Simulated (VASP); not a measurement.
Ga2SnTe2, 5 atoms in the cell. The structure is tetragonal, space group P4/mmm (No. 123). Conventional cell: a = 5.026 Å, b = 5.026 Å, c = 6.091 Å, α = 90.00°, β = 90.00°, γ = 90.00°. Ga (site symmetry mmm) has 2 Sn at 2.51 Å and 4 Te at 2.81 Å within 3.3 Å. Within 3.3 Å of Sn (site symmetry 4/mmm) lie 4 Ga at 2.51 Å. Within 3.3 Å of Te (site symmetry 4mm) lie 1 Te at 2.51 Å and 4 Ga at 2.81 Å. The cell was generated, and may not be a known phase.

* Program: VASP 6.6.1
* Task: relaxation of cell and atoms
* Functional: PBE
* Potentials or basis: VASP PAW PBE potentials, release 64 (Ga_d, Sn_d, Te)
* Cutoff: 600 eV
* k mesh: 4 × 4 × 4
* Occupations: gaussian, width 0.1 eV
* Spin: no spin polarisation
* Dipole correction: no
* Further INCAR settings: ALGO = Fast; EDIFF = 1e-06; IBRION = 2; EDIFFG = -0.04; NSW = 90; ISIF = 3

Potentials or basis: VASP PAW PBE potentials, release 64 (Ga_d, Sn_d, Te).

Launch:

```bash
$ cat potpaw_PBE.64/Ga_d/POTCAR potpaw_PBE.64/Sn_d/POTCAR potpaw_PBE.64/Te/POTCAR > POTCAR
$ mpirun -np 1 vasp_std > vasp.out
```

Hardware: 1 thread of Intel(R) Xeon(R) 6975P-C (Granite Rapids) (shared host).

Task: Estimate the wall time of this run.

Result: It took 7.3 min on 1 thread of Intel(R) Xeon(R) 6975P-C (Granite Rapids), with other jobs on the host, peak memory 0.35 GiB. Counts: scf iterations 117, k points 18, ion steps 10.
